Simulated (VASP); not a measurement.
Input of a VASP 6.6.1 run:

INCAR

```
PREC     = Accurate       # precision mode
ENCUT    = 520            # plane-wave cutoff, eV
EDIFF    = 1E-6           # SCF threshold, eV
ISMEAR   = -1             # smearing method
SIGMA    = 0.05           # smearing width, eV
LREAL    = Auto         
LASPH    = True           # aspherical terms in the spheres
NELM     = 80             # most SCF steps
ALGO     = Normal         # electronic algorithm
ISIF     = 2              # what is computed and relaxed
LWAVE    = False          # write WAVECAR
LCHARG   = False          # write CHGCAR
GGA      = PS             # functional
NBANDS   = 86             # bands
NELECT   = 144.0
```

KPOINTS

```
Automatic mesh
0
Gamma
  2 2 2
  0.5 0.5 0.5
```

Contents of POSCAR:

```
NbZn7O8
1.0
    6.4598480000      0.0000000000      0.0000000000
    0.0000000000      5.5943930000      0.0000000000
    0.0000000000      0.0000000000      5.2145190000
Zn Nb O
7 1 8
Direct
    0.2416240000      0.1645700000      0.5222890000
    0.9882090000      0.6463290000      0.4922340000
    0.7592500000      0.1382280000      0.5034660000
    0.0086480000      0.3355420000      0.0175890000
    0.4805740000      0.3333770000      0.9868090000
    0.2615390000      0.8294540000      0.9817360000
    0.7641660000      0.8381380000      0.9940260000
    0.4990930000      0.6800330000      0.4571800000
    0.0154850000      0.3256640000      0.3684220000
    0.5098410000      0.3415070000      0.3771580000
    0.2707820000      0.8762890000      0.3918990000
    0.7545740000      0.8564630000      0.3684600000
    0.2519780000      0.2160530000      0.8539350000
    0.0173020000      0.6493680000      0.8750780000
    0.7069420000      0.1401690000      0.8507370000
    0.4898030000      0.6494480000      0.8915910000
```

Potentials or basis: VASP PAW PBE potentials, release 64 (Zn, Nb_sv, O).

Run with:

```sh
$ cat potpaw_PBE.64/Zn/POTCAR potpaw_PBE.64/Nb_sv/POTCAR potpaw_PBE.64/O/POTCAR > POTCAR
$ mpirun -np 1 vasp_std > vasp.out
```

Task: What does it give for the largest force?

Result: 4.414 eV/Å.

Forces in eV/Å, atoms in the order of the input:
```
Zn   0.065  2.174 -1.214
Zn   0.428  0.094  0.769
Zn   0.542  4.325  0.696
Zn  -0.960 -0.547 -1.352
Zn   2.523 -0.856  1.348
Zn  -1.434  1.387  0.084
Zn   0.424 -0.614 -1.077
Nb   0.470 -2.013  1.640
O   -1.146  0.042  1.004
O    0.185  1.010  0.148
O   -0.395 -2.579 -1.443
O   -0.070 -3.841 -1.438
O   -2.103 -2.358  1.971
O   -0.926  1.390 -0.471
O    0.857  0.766  1.431
O    1.541  1.621 -2.096
```

Caveat: the k points lie up to 0.60 Å⁻¹ apart; the cell carries a net charge on a neutralising background, which shifts energy and pressure; the PAW data sets were made with another functional, which shifts forces and pressure a little.
